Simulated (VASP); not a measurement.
# P (I4_1/amd) in VASP: single point with PBEsol

Aim: the single point of P with PBEsol.

All numbers are computed with VASP 6.6.1; they aren't measurements. Logs are shortened: lines on timing, memory, paths and dates and some standing lists are left out, and cuts for length are marked.

## (1) The cell of the first run

It takes space group I4_1/amd (No. 141, tetragonal). Conventional cell: a = 4.622 Å, b = 4.622 Å, c = 2.689 Å, α = 90.00°, β = 90.00°, γ = 90.00°. Within 3.2 Å of P (site symmetry -4m2) lie 10 P at 2.41 to 3.07 Å.

## (2) Single point, PBEsol

Contents of INCAR:

```
ALGO     = Normal         # electronic algorithm
EDIFF    = 1E-6           # SCF threshold, eV
ENCUT    = 500            # plane-wave cutoff, eV
GGA      = PS             # functional
GGA_COMPAT= F            
ISIF     = 2              # what is computed and relaxed
ISMEAR   = 0              # smearing method
LASPH    = T              # aspherical terms in the spheres
LCHARG   = T              # write CHGCAR
LELF     = T              # ELF
LREAL    = F              # projectors in reciprocal space
LVHAR    = T            
LWAVE    = F              # write WAVECAR
NBANDS   = 12             # bands
NELM     = 120            # most SCF steps
PREC     = Accurate       # precision mode
SIGMA    = 0.1            # smearing width, eV
```

Contents of KPOINTS:

```
k-points
0
Gamma
  6 6 6
```

Contents of POSCAR:

```
P
1.0
   -2.3110062845      2.3110062845      1.3446913007
    2.3110062845     -2.3110062845      1.3446913007
    2.3110062845      2.3110062845     -1.3446913007
P
2
Direct
    0.0000000000      0.0000000000      0.0000000000
    0.7500000000      0.2500000000      0.5000000000
```

Potentials or basis: VASP PAW PBE potentials, release 64 (P).

On the command line:

```sh
> cat potpaw_PBE.64/P/POTCAR > POTCAR
> mpirun -np 1 vasp_std > vasp.out
```

OUTCAR:

```text
EDIFF = 1E-6
   ENCUT = 500
   GGA = PS
   ISIF = 2
   ISMEAR = 0
   LASPH = T
   LREAL = F
   NELM = 120
   PREC = Accurate

 ion  position               nearest neighbor table
   1  0.000  0.000  0.000-   2 2.41   2 2.41   2 2.41   2 2.41
   2  0.750  0.250  0.500-   1 2.41   1 2.41   1 2.41   1 2.41

  LATTYP: Found a body centered tetragonal cell.
 ALAT       =     4.6220125690
 C/A-ratio  =     0.5818639740

  Lattice vectors:

 A1 = (  -2.3110062845,   2.3110062845,   1.3446913007)
 A2 = (   2.3110062845,  -2.3110062845,   1.3446913007)
 A3 = (   2.3110062845,   2.3110062845,  -1.3446913007)

Analysis of symmetry for initial positions (statically):
=====================================================================
 Subroutine PRICEL returns:
 Original cell was already a primitive cell.

 Routine SETGRP: Setting up the symmetry group for a
 body centered tetragonal supercell.

 Subroutine GETGRP returns: Found 16 space group operations
 (whereof  8 operations were pure point group operations)
 out of a pool of 16 trial point group operations.

The static configuration has the point symmetry D_2d.
 The point group associated with its full space group is D_4h.

Analysis of symmetry for dynamics (positions and initial velocities):
=====================================================================
 Subroutine PRICEL returns:
 Original cell was already a primitive cell.

 Routine SETGRP: Setting up the symmetry group for a
 body centered tetragonal supercell.

 Subroutine GETGRP returns: Found 16 space group operations
 (whereof  8 operations were pure point group operations)
 out of a pool of 16 trial point group operations.

The dynamic configuration has the point symmetry D_2d.
 The point group associated with its full space group is D_4h.

 Subroutine INISYM returns: Found 16 space group operations
 (whereof  8 operations are pure point group operations),
 and found     1 'primitive' translations

----------------------------------------------------------------------------------------

                                     Primitive cell

  volume of cell :      28.7266

  direct lattice vectors                    reciprocal lattice vectors
    -2.311006284  2.311006284  1.344691301     0.000000000  0.216355967  0.371832553
     2.311006284 -2.311006284  1.344691301     0.216355967  0.000000000  0.371832553
     2.311006284  2.311006284 -1.344691301     0.216355967  0.216355967  0.000000000

  length of vectors
     3.534076228  3.534076228  3.534076228     0.430196876  0.430196876  0.305973543

  position of ions in fractional coordinates (direct lattice)
     0.000000000  0.000000000  0.000000000
     0.750000000  0.250000000  0.500000000

  ion indices of the primitive-cell ions
   primitive index   ion index
                 1           1
                 2           2

----------------------------------------------------------------------------------------

 KPOINTS: k-points

Automatic generation of k-mesh.
 Grid dimensions read from file:
 generate k-points for:    6    6    6

 Generating k-lattice:

  Cartesian coordinates                     Fractional coordinates (reciprocal lattice)
     0.000000000  0.036059328  0.061972092     0.166666667  0.000000000 -0.000000000
     0.036059328  0.000000000  0.061972092     0.000000000  0.166666667 -0.000000000
     0.036059328  0.036059328  0.000000000     0.000000000  0.000000000  0.166666667

  Length of vectors
     0.071699479  0.071699479  0.050995591

  Shift w.r.t. Gamma in fractional coordinates (k-lattice)
     0.000000000  0.000000000  0.000000000

 Subroutine IBZKPT returns following result:
 ===========================================

 Found     30 irreducible k-points:

 Following reciprocal coordinates:
            Coordinates               Weight
  0.000000  0.000000  0.000000      1.000000
  0.166667  0.000000  0.000000      8.000000
  0.333333 -0.000000  0.000000      8.000000
  0.500000 -0.000000  0.000000      4.000000
  0.166667  0.166667  0.000000      8.000000
  0.333333  0.166667  0.000000     16.000000
[... 16 lines left out ...]
 -0.333333 -0.333333  0.166667      8.000000
 -0.166667 -0.333333  0.166667      8.000000
 [... further k-points ...]
   k-points           NKPTS =     30   k-points in BZ     NKDIM =     30   number of bands    NBANDS=     12
   number of dos      NEDOS =    301   number of ions     NIONS =      2
   total plane-waves  NPLWV =  21952
   dimension x,y,z NGX =    28 NGY =   28 NGZ =   28
   dimension x,y,z NGXF=    56 NGYF=   56 NGZF=   56
   ions per type =               2
   NGX,Y,Z   is equivalent  to a cutoff of  13.17, 13.17, 13.17 a.u.
   NGXF,Y,Z  is equivalent  to a cutoff of  26.34, 26.34, 26.34 a.u.
 SYSTEM =  unknown system
   PREC   = accura    normal or accurate (medium, high low for compatibility)
   ISTART =      0    job   : 0-new  1-cont  2-samecut
   ICHARG =      2    charge: 1-file 2-atom 10-const
   ISPIN  =      1    spin polarized calculation?
   LNONCOLLINEAR =      F non collinear calculations
   LSORBIT =      F    spin-orbit coupling
   LASPH  =      T    aspherical Exc in radial PAW
   ENCUT  =  500.0 eV  36.75 Ry    6.06 a.u.   6.44  6.44  6.44*2*pi/ulx,y,z
   NELM   =    120;   NELMIN=  2; NELMDL= -5     # of ELM steps
   EDIFF  = 0.1E-05   stopping-criterion for ELM
   LREAL  =      F    real-space projection
   EDIFFG = 0.1E-04   stopping-criterion for IOM
   NSW    =      0    number of steps for IOM
   IBRION =     -1    ionic relax: 0-MD 1-quasi-New 2-CG
   NFREE  =      0    steps in history (QN), initial steepest desc. (CG)
   ISIF   =      2    stress and relaxation
   ISYM   =      2    0-nonsym 1-usesym 2-fastsym
   POTIM  = 0.5000    time-step for ionic-motion
   TEBEG  =    0.0;   TEEND  =   0.0 temperature during run
   PSTRESS=    0.0 pullay stress
   NELECT =      10.0000    total number of electrons
   NUPDOWN=      -1.0000    fix difference up-down
   EMIN   =  10.00;   EMAX   =-10.00  energy-range for DOS
   EFERMI =   0.00;   METHOD = LEGACY
   ISMEAR =     0;   SIGMA  =   0.10  broadening in eV -4-tet -1-fermi 0-gaus
   EFERMI_NEDOS =   21; number of points for ismear=-14 and -15
   IALGO  =     38    algorithm
   IMIX   =      4    mixing-type and parameters
     AMIX     =   0.40;   BMIX     =  1.00
     AMIX_MAG =   1.60;   BMIX_MAG =  1.00
  volume/ion in A,a.u.               =      14.36        96.93
  Fermi-wavevector in a.u.,A,eV,Ry     =   1.151631  2.176266 18.044770  1.326253
  Thomas-Fermi vector in A             =   2.288287
   LORBIT       =      0    0 simple, 1 ext, 2 COOP (PROOUT), +10 PAW based schemes
   GGA     = PS    functional components
   LHFCALC =     F    Hartree Fock is set to
   AEXX    =    0.0000 exact exchange contribution
   IVDW    =     0    specifies the selected vdW correction
   LEPSILON=     F    determine dielectric tensor
   LRPA    =     F    only Hartree local field effects (RPA)
 non-spin polarized calculation
 Gauss-broadening in eV      SIGMA  =   0.10
  energy-cutoff  :      500.00
  volume of cell :       28.73
 maximum number of plane-waves:       742
 NGX is ok and might be reduce to    28
   NGX = 13   NGY = 13   NGZ = 13

 number of electron      10.0000000 magnetization

 number of electron       9.9999999 magnetization

 Free energy of the ion-electron system (eV)
  ---------------------------------------------------
  ext. energy  EPLUGINS =         0.00000000
  ---------------------------------------------------
  free energy    TOTEN  =       -10.91313933 eV

  energy without entropy =      -10.91101862  energy(sigma->0) =      -10.91207897

 E-fermi :  10.1355     XC(G=0): -11.5038

 val. band max:        9.9442982389   @ k =   0.5000  -0.0000   0.0000
 cond. band min:      10.2025701960   @ k =  -0.1667   0.5000   0.1667
 fundamental gap:      0.2582719571
 Fermi energy:        10.1354736962

 k-point     1 :       0.0000    0.0000    0.0000
  band No.  band energies     occupation
      1      -6.7478      2.00000
      2       4.4579      2.00000
      3       5.2502      2.00000
      4       5.2502      2.00000
      5      11.1923      0.00000
      6      14.1722      0.00000
      7      14.6837      0.00000
      8      15.7608      0.00000
      9      15.7608      0.00000
     10      19.1132      0.00000
     11      19.6211      0.00000
     12      20.5096      0.00000

 k-point     2 :       0.1667    0.0000    0.0000
  band No.  band energies     occupation
      1      -6.0466      2.00000
      2       3.3576      2.00000
      3       5.1128      2.00000
      4       7.4278      2.00000
      5      10.6379      0.00000
      6      11.5559      0.00000
      7      12.4655      0.00000
      8      14.3410      0.00000
      9      14.6927      0.00000
     10      17.7011      0.00000
     11      19.8546      0.00000
     12      21.2549      0.00000

 k-point     3 :       0.3333   -0.0000    0.0000
  band No.  band energies     occupation
      1      -3.9990      2.00000
      2       2.7025      2.00000
      3       5.2155      2.00000
      4       5.6729      2.00000
      5       7.7674      2.00000
      6      10.7974      0.00000
      7      11.3309      0.00000
      8      12.8586      0.00000
      9      16.0712      0.00000
     10      16.6557      0.00000
     11      20.6265      0.00000
     12      23.4094      0.00000

 k-point     4 :       0.5000   -0.0000    0.0000
  band No.  band energies     occupation
      1      -1.5407      2.00000
      2       0.5165      2.00000
      3       5.0346      2.00000
      4       5.4996      2.00000
      5       5.6665      2.00000
      6       9.9443      1.99314
      7      11.4484      0.00000
      8      13.1266      0.00000
      9      17.3540      0.00000
     10      19.9247      0.00000
     11      20.5855      0.00000
     12      22.2195      0.00000

 k-point     5 :       0.1667    0.1667    0.0000
  band No.  band energies     occupation
      1      -4.3433      2.00000
      2       3.3160      2.00000
      3       5.7734      2.00000
      4       6.7629      2.00000
      5       7.9421      2.00000
      6       8.4670      2.00000
      7      12.1350      0.00000
      8      12.3505      0.00000
      9      15.3765      0.00000
     10      16.9600      0.00000
     11      18.6944      0.00000
     12      24.5473      0.00000
[... 228 lines left out ...]
      1      -3.2566      2.00000
      2      -1.3013      2.00000
      3       3.6310      2.00000
      4       5.4180      2.00000
      5       8.2603      2.00000
      6      12.9864      0.00000
      7      15.2486      0.00000
      8      16.2751      0.00000
      9      19.2243      0.00000
     10      20.3943      0.00000
     11      22.2329      0.00000
     12      23.7712      0.00000

 k-point    22 :      -0.1667    0.5000    0.1667
  band No.  band energies     occupation
      1      -2.0423      2.00000
      2       0.6673      2.00000
      3       3.7355      2.00000
      4       3.7533      2.00000
      5       7.0131      2.00000
      6      10.2026      0.34268
      7      12.8142      0.00000
      8      15.7007      0.00000
      9      19.3705      0.00000
     10      20.9556      0.00000
     11      21.4792      0.00000
     12      22.3187      0.00000

 k-point    23 :      -0.3333   -0.3333    0.1667
  band No.  band energies     occupation
      1      -0.9499      2.00000
      2      -0.1970      2.00000
      3       2.9166      2.00000
      4       4.6488      2.00000
      5       5.2172      2.00000
      6      10.5317      0.00000
      7      14.7152      0.00000
      8      15.0242      0.00000
      9      19.7922      0.00000
     10      20.6053      0.00000
     11      21.3391      0.00000
     12      24.4707      0.00000

 k-point    24 :      -0.1667   -0.3333    0.1667
  band No.  band energies     occupation
      1      -2.1993      2.00000
      2       2.3894      2.00000
      3       4.0775      2.00000
      4       5.2473      2.00000
      5       6.4613      2.00000
      6       8.5351      2.00000
      7      11.1362      0.00000
      8      12.8394      0.00000
      9      16.9712      0.00000
     10      19.1058      0.00000
     11      21.7173      0.00000
     12      24.4531      0.00000

 [... further k-points ...]
[... 5 lines left out ...]
  --------------------------------------------------------------------------------------
  -------------------------------------------------------------------------------------
  Total       -0.0125716     -0.0125716      0.0236338      0.0000000      0.0000000      0.0000000
  in kB       -0.7011595     -0.7011595      1.3181337      0.0000000      0.0000000      0.0000000
  external PRESSURE =      -0.0280617 kB  Pullay stress =       0.0000000 kB

 VOLUME and BASIS-vectors are now :
 -----------------------------------------------------------------------------
  energy-cutoff  :      500.00
  volume of cell :       28.73
      direct lattice vectors                 reciprocal lattice vectors
    -2.311006284  2.311006284  1.344691301     0.000000000  0.216355967  0.371832553
     2.311006284 -2.311006284  1.344691301     0.216355967  0.000000000  0.371832553
     2.311006284  2.311006284 -1.344691301     0.216355967  0.216355967  0.000000000

 POSITION                                       TOTAL-FORCE (eV/Angst)
 -----------------------------------------------------------------------------------
      0.00000      0.00000      0.00000        -0.000000     -0.000000      0.000000
     -0.00000      2.31101      0.67235         0.000000      0.000000     -0.000000
 -----------------------------------------------------------------------------------
    total drift:                               -0.000000     -0.000000     -0.000000

  FREE ENERGIE OF THE ION-ELECTRON SYSTEM (eV)
  ---------------------------------------------------
  free  energy   TOTEN  =       -10.9131393281 eV

  energy  without entropy=      -10.9110186191  energy(sigma->0) =      -10.91207897
```

Run time: 20 s. Hardware: 1 thread of AMD EPYC 7R43 (Zen 3), shared host; peak memory 0.11 GiB.

What came out:

```
Free energy            : -10.9131 eV
Pressure               : 0.0 GPa
Band gap on the k mesh : zero (bands 5 and 6 overlap by 5.00 eV)
```

Stress tensor (GPa, compression positive):
```
-0.07  0.00  0.00
 0.00 -0.07  0.00
 0.00  0.00  0.13
```

Levels at points of the mesh, in eV from the Fermi level:
```csv
k point,band 2,band 3,band 4,band 5,band 6,band 7,band 8,band 9
"(0.00, 0.00, 0.00)",-5.68,-4.89,-4.89,1.06,4.04,4.55,5.63,5.63
"(0.50, 0.00, 0.00)",-9.62,-5.10,-4.64,-4.47,-0.19,1.31,2.99,7.22
"(0.50, 0.50, 0.00)",-13.68,-2.02,-2.02,0.30,0.30,4.15,4.15,7.40
"(0.50, 0.50, 0.50)",-11.64,-8.88,-8.88,2.19,2.19,8.99,8.99,11.93
```

Caveat: the k points lie up to 0.45 Å⁻¹ apart, too coarse for converged energies and pressures of a metal; the PAW data sets were made with another functional, which shifts forces and pressure a little.
